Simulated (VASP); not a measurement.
Here is a VASP 6.6.1 calculation.

The input INCAR:

```
PREC = Accurate
ENCUT = 520
EDIFF = 1E-6
ISMEAR = 0
SIGMA = 0.15
LREAL = F
LASPH = T
NELM = 60
ALGO = Normal
ISIF = 2
LWAVE = F
LCHARG = F
GGA = PE
NBANDS = 12
```

The input KPOINTS:

```
regular mesh
0
Gamma
  10 10 10
```

POSCAR

```
Ag
1.0
    0.0000000000      2.0431000000      2.1043930000
    2.0431000000      0.0000000000      2.1043930000
    2.0431000000      2.0431000000      0.0000000000
Ag
1
Direct
    0.0000000000      0.0000000000      0.0000000000
```

Potentials or basis: VASP PAW PBE potentials, release 64 (Ag).

Command:

```bash
$ cat potpaw_PBE.64/Ag/POTCAR > POTCAR
$ mpirun -np 1 vasp_std > vasp.out
```

(1) Predict the pressure.

Answers

(1) 1.6 GPa.

Caveat: the cell differs from its parent crystal (strain +0.000 along x and y, +0.030 along z).
